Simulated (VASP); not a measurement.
# PPt (P6_3mc) in VASP: settings compared

PPt is run at these levels: PBE+D3(BJ), PBE+D4, PBE-based global hybrid with 10 % exact exchange; tasks: relaxation of cell and atoms, single point.

Everything below comes from runs of VASP 6.6.1. Logs are shortened: lines on timing, memory, paths and dates and some standing lists are left out, and cuts for length are marked.

**1. The cell of the first run**

Symmetry: P6_3mc, No. 186, hexagonal system. Conventional cell: a = 3.743 Å, b = 3.743 Å, c = 6.354 Å, α = 90.00°, β = 90.00°, γ = 120.00°. Within 3.1 Å of Pt (site symmetry 3m) lie 4 P at 2.32 to 2.34 Å. Within 3.1 Å of P (site symmetry 3m) lie 4 Pt at 2.32 to 2.34 Å.

**2. Relaxation of cell and atoms, PBE+D3(BJ)**

INCAR reads:

```
SYSTEM = PPt
PREC = Accurate
ENCUT = 600
EDIFF = 1E-6
ISMEAR = -1
SIGMA = 0.05
LREAL = .FALSE.
LASPH = .TRUE.
NELM = 60
ALGO = Normal
ISIF = 3
LWAVE = .FALSE.
LCHARG = .FALSE.
GGA = PE
IVDW = 12
IBRION = 2
NSW = 60
EDIFFG = -0.01
```

KPOINTS reads:

```
regular mesh
0
G
  8 8 4
  0 0 0
```

POSCAR reads:

```
PPt
1.0
    3.7430278549      0.0000000000      0.0000000000
   -1.8715139275      3.2415572094      0.0000000000
    0.0000000000      0.0000000000      6.3537430000
Pt P
2 2
Direct
    0.3333333333      0.6666666667      0.3718990000
    0.6666666667      0.3333333333      0.8718990000
    0.3333333333      0.6666666667      0.0031030000
    0.6666666667      0.3333333333      0.5031030000
```

Potentials or basis: VASP PAW PBE potentials, release 64 (Pt, P).

Launch:

```console
cat potpaw_PBE.64/Pt/POTCAR potpaw_PBE.64/P/POTCAR > POTCAR
mpirun -np 1 vasp_std > vasp.out
```

OUTCAR:

```text
SYSTEM = PPt
   PREC = Accurate
   ENCUT = 600
   EDIFF = 1E-6
   ISMEAR = -1
   LREAL = .FALSE.
   LASPH = .TRUE.
   NELM = 60
   ISIF = 3
   GGA = PE
   IVDW = 12
   IBRION = 2
   NSW = 60
   EDIFFG = -0.01
 IVDW          = 12

 ion  position               nearest neighbor table
   1  0.333  0.667  0.372-   4 2.32   4 2.32   4 2.32   3 2.34
   2  0.667  0.333  0.872-   3 2.32   3 2.32   3 2.32   4 2.34
   3  0.333  0.667  0.003-   2 2.32   2 2.32   2 2.32   1 2.34
   4  0.667  0.333  0.503-   1 2.32   1 2.32   1 2.32   2 2.34

  LATTYP: Found a hexagonal cell.
 ALAT       =     3.7430278549
 C/A-ratio  =     1.6974875011

  Lattice vectors:

 A1 = (   3.7430278549,   0.0000000000,   0.0000000000)
 A2 = (  -1.8715139275,   3.2415572094,   0.0000000000)
 A3 = (   0.0000000000,   0.0000000000,   6.3537430000)

Analysis of symmetry for initial positions (statically):
=====================================================================
 Subroutine PRICEL returns:
 Original cell was already a primitive cell.

 Routine SETGRP: Setting up the symmetry group for a
 hexagonal supercell.

 Subroutine GETGRP returns: Found 12 space group operations
 (whereof  6 operations were pure point group operations)
 out of a pool of 24 trial point group operations.

The static configuration has the point symmetry C_3v.
 The point group associated with its full space group is C_6v.

Analysis of symmetry for dynamics (positions and initial velocities):
=====================================================================
 Subroutine PRICEL returns:
 Original cell was already a primitive cell.

 Routine SETGRP: Setting up the symmetry group for a
 hexagonal supercell.

 Subroutine GETGRP returns: Found 12 space group operations
 (whereof  6 operations were pure point group operations)
 out of a pool of 24 trial point group operations.

The dynamic configuration has the point symmetry C_3v.
 The point group associated with its full space group is C_6v.

 Subroutine INISYM returns: Found 12 space group operations
 (whereof  6 operations are pure point group operations),
 and found     1 'primitive' translations

----------------------------------------------------------------------------------------

                                     Primitive cell

  volume of cell :      77.0915

  direct lattice vectors                    reciprocal lattice vectors
     3.743027855  0.000000000  0.000000000     0.267163387  0.154246854  0.000000000
    -1.871513927  3.241557209  0.000000000     0.000000000  0.308493707  0.000000000
     0.000000000  0.000000000  6.353743000     0.000000000  0.000000000  0.157387543

  length of vectors
     3.743027855  3.743027855  6.353743000     0.308493707  0.308493707  0.157387543

  position of ions in fractional coordinates (direct lattice)
     0.333333333  0.666666667  0.371899000
     0.666666667  0.333333333  0.871899000
     0.333333333  0.666666667  0.003103000
     0.666666667  0.333333333  0.503103000

  ion indices of the primitive-cell ions
   primitive index   ion index
                 1           1
                 2           2
                 3           3
                 4           4

----------------------------------------------------------------------------------------

 KPOINTS: regular mesh

Automatic generation of k-mesh.
 Grid dimensions read from file:
 generate k-points for:    8    8    4

 Generating k-lattice:

  Cartesian coordinates                     Fractional coordinates (reciprocal lattice)
     0.033395423  0.019280857  0.000000000     0.125000000  0.000000000  0.000000000
     0.000000000  0.038561713  0.000000000     0.000000000  0.125000000  0.000000000
     0.000000000  0.000000000  0.039346886     0.000000000  0.000000000  0.250000000

  Length of vectors
     0.038561713  0.038561713  0.039346886

  Shift w.r.t. Gamma in fractional coordinates (k-lattice)
     0.000000000  0.000000000  0.000000000

 Subroutine IBZKPT returns following result:
 ===========================================

 Found     30 irreducible k-points:

 Following reciprocal coordinates:
            Coordinates               Weight
  0.000000  0.000000  0.000000      1.000000
  0.125000  0.000000  0.000000      6.000000
  0.250000  0.000000  0.000000      6.000000
  0.375000 -0.000000  0.000000      6.000000
  0.500000  0.000000  0.000000      3.000000
  0.125000  0.125000  0.000000      6.000000
[... 16 lines left out ...]
  0.250000  0.000000  0.500000      6.000000
  0.375000 -0.000000  0.500000      6.000000
 [... further k-points ...]
   k-points           NKPTS =     30   k-points in BZ     NKDIM =     30   number of bands    NBANDS=     19
   number of dos      NEDOS =    301   number of ions     NIONS =      4
   total plane-waves  NPLWV =  48600
   dimension x,y,z NGX =    30 NGY =   30 NGZ =   54
   dimension x,y,z NGXF=    60 NGYF=   60 NGZF=  108
   ions per type =               2   2
   NGX,Y,Z   is equivalent  to a cutoff of  13.32, 13.32, 14.13 a.u.
   NGXF,Y,Z  is equivalent  to a cutoff of  26.65, 26.65, 28.26 a.u.
 SYSTEM =  PPt
   PREC   = accura    normal or accurate (medium, high low for compatibility)
   ISTART =      0    job   : 0-new  1-cont  2-samecut
   ICHARG =      2    charge: 1-file 2-atom 10-const
   ISPIN  =      1    spin polarized calculation?
   LNONCOLLINEAR =      F non collinear calculations
   LSORBIT =      F    spin-orbit coupling
   LASPH  =      T    aspherical Exc in radial PAW
   ENCUT  =  600.0 eV  44.10 Ry    6.64 a.u.   7.48  7.48 12.69*2*pi/ulx,y,z
   NELM   =     60;   NELMIN=  2; NELMDL= -5     # of ELM steps
   EDIFF  = 0.1E-05   stopping-criterion for ELM
   LREAL  =      F    real-space projection
   EDIFFG = -.1E-01   stopping-criterion for IOM
   NSW    =     60    number of steps for IOM
   IBRION =      2    ionic relax: 0-MD 1-quasi-New 2-CG
   NFREE  =      1    steps in history (QN), initial steepest desc. (CG)
   ISIF   =      3    stress and relaxation
   ISYM   =      2    0-nonsym 1-usesym 2-fastsym
   POTIM  = 0.5000    time-step for ionic-motion
   TEBEG  =    0.0;   TEEND  =   0.0 temperature during run
   PSTRESS=    0.0 pullay stress
   NELECT =      30.0000    total number of electrons
   NUPDOWN=      -1.0000    fix difference up-down
   EMIN   =  10.00;   EMAX   =-10.00  energy-range for DOS
   EFERMI =   0.00;   METHOD = LEGACY
   ISMEAR =    -1;   SIGMA  =   0.05  broadening in eV -4-tet -1-fermi 0-gaus
   EFERMI_NEDOS =   21; number of points for ismear=-14 and -15
   IALGO  =     38    algorithm
   IMIX   =      4    mixing-type and parameters
     AMIX     =   0.40;   BMIX     =  1.00
     AMIX_MAG =   1.60;   BMIX_MAG =  1.00
  volume/ion in A,a.u.               =      19.27       130.06
  Fermi-wavevector in a.u.,A,eV,Ry     =   1.195216  2.258631 19.436489  1.428542
  Thomas-Fermi vector in A             =   2.331187
   LORBIT       =      0    0 simple, 1 ext, 2 COOP (PROOUT), +10 PAW based schemes
   GGA     = PE    functional components
   LHFCALC =     F    Hartree Fock is set to
   AEXX    =    0.0000 exact exchange contribution
   IVDW    =    12    specifies the selected vdW correction
   LEPSILON=     F    determine dielectric tensor
   LRPA    =     F    only Hartree local field effects (RPA)
 conjugate gradient relaxation of ions
 non-spin polarized calculation
  energy-cutoff  :      600.00
  volume of cell :       77.09
 maximum number of plane-waves:      2598
 NGX is ok and might be reduce to    30
   NGX = 15   NGY = 15   NGZ = 25

--------------------------------------- Ionic step        1  -------------------------------------------

 number of electron      30.0000005 magnetization

 Free energy of the ion-electron system (eV)
  ---------------------------------------------------
  ext. energy  EPLUGINS =         0.00000000
  ---------------------------------------------------
  free energy    TOTEN  =       -24.30942125 eV

  energy without entropy =      -24.29420853  energy(sigma->0) =      -24.30181489

------------------------ aborting loop because EDIFF is reached ----------------------------------------

 Edisp (eV)   -1.92398

 E8    (eV) :    -0.8202

  FORCE on cell =-STRESS in cart. coord.  units (eV):
  Direction    XX          YY          ZZ          XY          YZ          ZX
  --------------------------------------------------------------------------------------
  -------------------------------------------------------------------------------------
  Total      -2.09666    -2.09666    -1.83783     0.00000    -0.00000     0.00000
  in kB     -43.57448   -43.57448   -38.19519     0.00000    -0.00000     0.00000
  external pressure =      -41.78 kB  Pullay stress =        0.00 kB
[... 103 lines left out ...]
  FREE ENERGIE OF THE ION-ELECTRON SYSTEM (eV)
  ---------------------------------------------------
  free  energy   TOTEN  =       -26.2677485307 eV

  energy  without entropy=      -26.2533509897  energy(sigma->0) =      -26.26054976

[... ionic steps 4 to 11 ...]

--------------------------------------- Ionic step       12  -------------------------------------------

 number of electron      30.0000003 magnetization

------------------------ aborting loop because EDIFF is reached ----------------------------------------

 Edisp (eV)   -2.00900

 E8    (eV) :    -0.8568
[... 73 lines left out ...]
  energy  without entropy=      -26.2807493475  energy(sigma->0) =      -26.28837990

--------------------------------------- Ionic step       14  -------------------------------------------

 number of electron      30.0000003 magnetization

 Free energy of the ion-electron system (eV)
  ---------------------------------------------------
  ext. energy  EPLUGINS =         0.00000000
  ---------------------------------------------------
  free energy    TOTEN  =       -24.28773063 eV

  energy without entropy =      -24.27243609  energy(sigma->0) =      -24.28008336

 E-fermi :   7.5999     XC(G=0): -10.9388

 val. band max:        7.4716903892   @ k =   0.2500   0.0000   0.2500
 cond. band min:       7.6150092003   @ k =   0.3750   0.2500   0.2500
 fundamental gap:      0.1433188111
 Fermi energy:         7.5998775074

 k-point     1 :       0.0000    0.0000    0.0000
  band No.  band energies     occupation
      1      -5.6185      2.00000
      2      -4.3089      2.00000
      3       1.1033      2.00000
      4       1.2093      2.00000
      5       1.6566      2.00000
      6       1.6566      2.00000
[... 11 lines left out ...]
     18      11.8131      0.00000
     19      11.8131      0.00000
[... 489 lines left out ...]
      3       0.8109      2.00000
      4       0.8109      2.00000
      5       2.1938      2.00000
      6       2.1938      2.00000
[... 11 lines left out ...]
     18       8.7677      0.00000
     19      12.6913      0.00000

 [... further k-points ...]

------------------------ aborting loop because EDIFF is reached ----------------------------------------

 Edisp (eV)   -2.00829

 E8    (eV) :    -0.8565

  FORCE on cell =-STRESS in cart. coord.  units (eV):
  Direction    XX          YY          ZZ          XY          YZ          ZX
  --------------------------------------------------------------------------------------
  -------------------------------------------------------------------------------------
  Total       0.00370     0.00370     0.00551    -0.00000     0.00000     0.00000
  in kB       0.08000     0.08000     0.11925    -0.00000     0.00000     0.00000
  external pressure =        0.09 kB  Pullay stress =        0.00 kB
[... 19 lines left out ...]
  FREE ENERGIE OF THE ION-ELECTRON SYSTEM (eV)
  ---------------------------------------------------
  free  energy   TOTEN  =       -26.2960247167 eV

  energy  without entropy=      -26.2807301806  energy(sigma->0) =      -26.28837745

 reached required accuracy - stopping structural energy minimisation
```

Wall time 7 min (1 thread of Intel Xeon 8259CL, shared host); peak memory 0.26 GiB.

Results:

```
Free energy                           : -26.2960 eV
Relaxed volume                        : 18.51 Å³/atom
Relaxed cell                          : a = 3.611 Å, b = 3.611 Å, c = 6.554 Å, α = 90.00°, β = 90.00°, γ = 120.00°
Space group after relaxing (to 0.1 Å) : P6_3mc (No. 186)
Energy gained by relaxing             : 15.7 meV/atom
Ionic steps                           : 14
Pressure after relaxing               : 0.0 GPa
Largest force after relaxing          : 0.004 eV/Å
Band gap on the k mesh                : zero (bands 15 and 16 overlap by 3.79 eV)
Dispersion energy per atom            : -0.502 eV
```

Forces on the atoms (eV/Å):
```
Pt   0.000  0.000  0.004
Pt   0.000  0.000  0.004
P    0.000  0.000 -0.004
P    0.000  0.000 -0.004
```

The path:
| step | energy change (eV) | largest force (eV/Å) | pressure (GPa) | volume (Å³) |
| --- | --- | --- | --- | --- |
| 1 | 0.0000 | 0.1421 | -4.18 | 77.09 |
| 2 | 0.0265 | 0.1634 | 6.92 | 71.62 |
| 3 | -0.0344 | 0.1555 | 0.14 | 74.66 |
| 4 | -0.0394 | 0.0609 | 0.07 | 74.62 |
| 5 | -0.0440 | 0.1409 | -0.04 | 74.54 |
| 6 | -0.0464 | 0.1323 | -0.07 | 74.52 |
| 7 | -0.0531 | 0.1116 | -0.17 | 74.45 |
| 8 | -0.0614 | 0.0717 | -0.37 | 74.29 |
| 9 | -0.0621 | 0.0540 | -0.45 | 74.21 |
| 10 | -0.0621 | 0.0567 | -0.43 | 74.22 |
| 11 | -0.0626 | 0.0085 | 0.09 | 73.98 |
| 12 | -0.0626 | 0.0122 | 0.06 | 74.00 |
| 13 | -0.0626 | 0.0134 | 0.04 | 74.00 |
| 14 | -0.0626 | 0.0041 | 0.01 | 74.02 |

Final structure:
```xyz
4
Lattice="3.6114 0.0000 0.0000 -1.8057 3.1276 0.0000 0.0000 0.0000 6.5538" Properties=species:S:1:pos:R:3 pbc="T T T"
Pt    0.0000    2.0850    2.3933
Pt    1.8057    1.0425    5.6702
P     0.0000    2.0850    0.0644
P     1.8057    1.0425    3.3413
```

Caveat: spin-orbit coupling is left out, which moves the levels of the heavy elements.

**3. Relaxation of cell and atoms, PBE+D4**

INCAR reads:

```
SYSTEM = PPt
PREC = Accurate ; ENCUT = 600
EDIFF = 1E-6 ; ISMEAR = -1
SIGMA = 0.05 ; LREAL = .FALSE.
LASPH = .TRUE. ; NELM = 100
ALGO = Normal ; ISIF = 3
LWAVE = .FALSE. ; LCHARG = .FALSE.
GGA = PE ; IVDW = 13
IBRION = 2 ; NSW = 60
EDIFFG = -0.01
```

KPOINTS is that of step 2.

POSCAR is that of step 2.

Potentials or basis: VASP PAW PBE potentials, release 64 (Pt, P).

Launch:

```console
cat potpaw_PBE.64/Pt/POTCAR potpaw_PBE.64/P/POTCAR > POTCAR
mpirun -np 1 vasp_std > vasp.out
```

Run time: 8.8 min. Hardware: 1 thread of Intel Xeon 8259CL, shared host; peak memory 0.26 GiB.

The run converged. Its results:

- Free energy: -26.4167 eV
- Relaxed volume: 18.52 Å³/atom
- Relaxed cell: a = 3.610 Å, b = 3.610 Å, c = 6.563 Å, α = 90.00°, β = 90.00°, γ = 120.00°
- Space group after relaxing (to 0.1 Å): P6_3mc (No. 186)
- Energy gained by relaxing: 15.2 meV/atom
- Ionic steps: 18
- Pressure after relaxing: 0.0 GPa
- Largest force after relaxing: 0.003 eV/Å
- Band gap on the k mesh: zero (bands 15 and 16 overlap by 3.79 eV)
- Dispersion energy per atom: -0.532 eV

Forces in eV/Å, atoms in the order of the input:
```
Pt   0.000  0.000  0.003
Pt   0.000  0.000  0.003
P    0.000  0.000 -0.003
P    0.000  0.000 -0.003
```

Stress tensor (GPa, compression positive):
```
 0.04  0.00  0.00
 0.00  0.04  0.00
 0.00  0.00 -0.08
```

Step by step:
```csv
step,energy change (eV),largest force (eV/Å),pressure (GPa),volume (Å³)
1,0.0000,0.1452,-4.12,77.09
2,0.0275,0.1619,6.91,71.69
3,-0.0330,0.1567,0.14,74.72
4,-0.0381,0.0616,0.07,74.68
5,-0.0424,0.2052,-0.08,74.58
6,-0.0441,0.2058,-0.10,74.56
7,-0.0486,0.2109,-0.18,74.50
8,-0.0549,0.2238,-0.34,74.36
9,-0.0521,0.2593,-0.65,74.03
10,-0.0562,0.2402,-0.45,74.23
11,-0.0598,0.1164,-0.08,74.07
12,-0.0607,0.0293,0.23,73.95
13,-0.0607,0.0165,0.24,73.94
14,-0.0607,0.0120,0.27,73.93
15,-0.0608,0.0038,0.08,74.03
16,-0.0608,0.0008,0.00,74.07
17,-0.0608,0.0014,0.00,74.07
18,-0.0608,0.0034,0.00,74.07
```

Final structure:
```xyz
4
Lattice="3.6101 0.0000 0.0000 -1.8051 3.1265 0.0000 0.0000 0.0000 6.5628" Properties=species:S:1:pos:R:3 pbc="T T T"
Pt    0.0000    2.0843    2.3958
Pt    1.8051    1.0422    5.6771
P     0.0000    2.0843    0.0653
P     1.8051    1.0422    3.3467
```

Levels at points of the mesh, in eV from the Fermi level:
| k point | band 11 | band 12 | band 13 | band 14 | band 15 | band 16 | band 17 | band 18 | band 19 |
| --- | --- | --- | --- | --- | --- | --- | --- | --- | --- |
| (0.00, 0.00, 0.00) | -3.51 | -3.51 | -3.48 | 1.97 | 1.97 | 2.82 | 3.98 | 4.21 | 4.21 |
| (0.50, 0.00, 0.00) | -3.05 | -3.03 | -2.51 | -2.44 | -1.86 | -0.61 | 0.53 | 2.25 | 4.53 |
| (0.00, 0.00, 0.50) | -3.72 | -3.72 | -0.77 | -0.77 | 2.85 | 2.85 | 2.85 | 2.85 | 4.97 |
| (0.50, 0.00, 0.50) | -3.18 | -3.18 | -2.88 | -2.88 | -0.20 | -0.20 | 0.80 | 0.80 | 4.94 |

Caveat: spin-orbit coupling is left out, which moves the levels of the heavy elements.

**4. Single point, PBE-based global hybrid with 10 % exact exchange**

POSCAR is that of step 3.

INCAR.step1 reads:

```
  PREC = Accurate
  ENCUT = 520
  EDIFF = 1E-5
  ISMEAR = -1
  SIGMA = 0.05
  LREAL = False
  LASPH = True
  NELM = 80
  ALGO = Normal
  ISIF = 2
  LWAVE = True
  GGA = PE
  NBANDS = 23
```

INCAR.step2 reads:

```
  PREC = Accurate
  ENCUT = 520
  EDIFF = 1E-6
  ISMEAR = -1
  SIGMA = 0.05
  LREAL = False
  LASPH = True
  NELM = 80
  ALGO = Normal
  ISIF = 2
  LWAVE = False
  LCHARG = True
  GGA = PE
  LHFCALC = True
  AEXX = 0.1
  PRECFOCK = Normal
  LELF = True
  LVHAR = True
  ISTART = 1
  NBANDS = 23
```

KPOINTS reads:

```
regular mesh
0
Gamma
  5 5 3
```

Launch:

```console
cat potpaw_PBE.64/Pt/POTCAR potpaw_PBE.64/P/POTCAR > POTCAR
cp INCAR.step1 INCAR
mpirun -np 1 vasp_std > vasp.out
cp INCAR.step2 INCAR
mpirun -np 1 vasp_std > vasp.out
```

Run time: 76 min. Hardware: 1 thread of Intel Xeon 8259CL, shared host; peak memory 0.19 GiB.

The run converged. Its results:

| Item | Value |
| --- | --- |
| Free energy | -26.6357 eV |
| Pressure | -2.2 GPa |
| Largest force | 0.017 eV/Å |
| Band gap on the k mesh | zero (bands 15 and 16 overlap by 3.50 eV) |

Forces in eV/Å, atoms in the order of the input:
```
Pt   0.000  0.000  0.017
Pt   0.000  0.000  0.017
P    0.000  0.000 -0.017
P    0.000  0.000 -0.017
```

Stress tensor (GPa, compression positive):
```
-2.42  0.00  0.00
 0.00 -2.42  0.00
 0.00  0.00 -1.82
```

Levels at points of the mesh, in eV from the Fermi level:
| k point | band 11 | band 12 | band 13 | band 14 | band 15 | band 16 | band 17 | band 18 | band 19 | band 20 |
| --- | --- | --- | --- | --- | --- | --- | --- | --- | --- | --- |
| (0.00, 0.00, 0.00) | -3.88 | -3.88 | -3.53 | 2.06 | 2.06 | 3.52 | 3.95 | 4.47 | 4.47 | 5.02 |

Caveat: the k points lie up to 0.39 Å⁻¹ apart, too coarse for converged energies and pressures of a metal; the PAW data sets were made with another functional, which shifts forces and pressure a little; spin-orbit coupling is left out, which moves the levels of the heavy elements.

**5. The runs side by side**

| task | level | cell | k mesh | cutoff (eV) | grid for exact exchange (PRECFOCK) | share of exact exchange | gap on the mesh (eV) | pressure (GPa) | relaxed volume (Å³/atom) |
| --- | --- | --- | --- | --- | --- | --- | --- | --- | --- |
| relaxation of cell and atoms | PBE+D3(BJ) | relaxed | 8 × 8 × 4 | 600 | - | - | none | 0.0 | 18.51 |
| relaxation of cell and atoms | PBE+D4 | relaxed | 8 × 8 × 4 | 600 | - | - | none | 0.0 | 18.52 |
| single point | PBE-based global hybrid with 10 % exact exchange | as given | 5 × 5 × 3 | 520 | Normal | 0.1 | none | -2.2 | - |

Alike in all rows: potentials or basis VASP PAW PBE potentials, release 64 (Pt, P); no spin polarisation; smearing fermi-dirac 0.05 eV.

Caveats: some runs use coarse meshes; spin-orbit coupling is left out, which moves the levels of the heavy elements; the PAW data sets were made with another functional, which shifts forces and pressure a little (at least some runs).

Absolute energies hang on the potentials; compare differences alone.

The gap in the log of VASP goes by the Fermi energy; the results here count the filled bands.